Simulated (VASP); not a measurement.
The system is Al2Cu.

```
Al Cu
1.0
     2.86650    0.00000    0.00000
    -1.43325    2.48246    0.00000
     0.00000    0.00000    6.22702
Al Cu
2 1
Direct
  0.33333 0.66667 0.18401
  0.66667 0.33333 0.81599
  0.00000 0.00000 0.50000
```

Base run:

| Property | Result |
| --- | --- |
| Program | VASP 6.6.1 |
| Functional | r2SCAN |
| Potentials or basis | VASP PAW PBE potentials, release 64 (Al, Cu) |
| Cutoff | 520 eV |
| k mesh | 18 × 18 × 8 |
| Occupations | gaussian, width 0.1 eV |
| Spin | no spin polarisation |

Its results: pressure -3.4 GPa; largest force 0.036 eV/Å.

Task: The run is repeated on the same cell with these changes: functional from r2SCAN to PBE; further incar settings from ALGO = Normal; EDIFF = 1e-06; NBANDS = 16 to ALGO = Fast; EDIFF = 1e-06; NBANDS = 16. What comes out?

Result: Pressure 0.2 GPa; largest force 0.020 eV/Å.

Caveats: the PAW data sets were made with another functional, which shifts forces and pressure a little (some runs).
